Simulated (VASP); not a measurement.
Here is a VASP 6.6.1 calculation.

POSCAR

```
CuI
1.0
    0.0000000000      3.0394494624      3.0394494624
    3.0394494624      0.0000000000      3.0394494624
    3.0394494624      3.0394494624      0.0000000000
Cu I
1 1
Direct
    0.2500000000      0.2500000000      0.2500000000
    0.0000000000      0.0000000000      0.0000000000
```

The input INCAR.step1:

```
SYSTEM = CuI
ALGO = Normal
EDIFF = 1E-4
ENCUT = 600
GGA = PE
ISMEAR = -1
LASPH = .TRUE.
LCHARG = .FALSE.
LREAL = .FALSE.
LWAVE = .TRUE.
NELM = 60
PREC = Accurate
SIGMA = 0.02
```

The input INCAR.step2:

```
SYSTEM = CuI
ALGO = Normal
EDIFF = 1E-6
EDIFFG = -0.005
ENCUT = 600
IBRION = 2
ISIF = 3
ISMEAR = -1
ISTART = 1
LASPH = .TRUE.
LCHARG = .FALSE.
LMIXTAU = .TRUE.
LREAL = .FALSE.
LWAVE = .FALSE.
METAGGA = R2SCAN
NELM = 60
NSW = 80
PREC = Accurate
SIGMA = 0.02
```

Contents of KPOINTS:

```
k-points
0
G
  6 6 6
  0 0 0
```

Potentials or basis: VASP PAW PBE potentials, release 64 (Cu, I).

The run is started by

```console
$ cat potpaw_PBE.64/Cu/POTCAR potpaw_PBE.64/I/POTCAR > POTCAR
$ cp INCAR.step1 INCAR
$ mpirun -np 1 vasp_std > vasp.out
$ cp INCAR.step2 INCAR
$ mpirun -np 1 vasp_std > vasp.out
```

Q: Estimate the band gap on the k mesh.

A: 1.68 eV.

Q: Predict the relaxed cell.

A: a = 4.256 Å, b = 4.256 Å, c = 4.256 Å, α = 60.00°, β = 60.00°, γ = 60.00°.

Final structure:
```cif
data_structure
_symmetry_space_group_name_H-M 'P 1'
_symmetry_Int_Tables_number 1
_cell_length_a 4.2555
_cell_length_b 4.2555
_cell_length_c 4.2555
_cell_angle_alpha 60.000
_cell_angle_beta 60.000
_cell_angle_gamma 60.000
_cell_volume 54.49
loop_
_atom_site_label
_atom_site_type_symbol
_atom_site_fract_x
_atom_site_fract_y
_atom_site_fract_z
_atom_site_occupancy
Cu1 Cu 0.25000 0.25000 0.25000 1
I1 I 0.00000 0.00000 0.00000 1
```

Caveat: spin-orbit coupling is left out, which moves the levels of the heavy elements. r2SCAN opens gaps a little over a GGA but as a rule still falls short of measured ones.
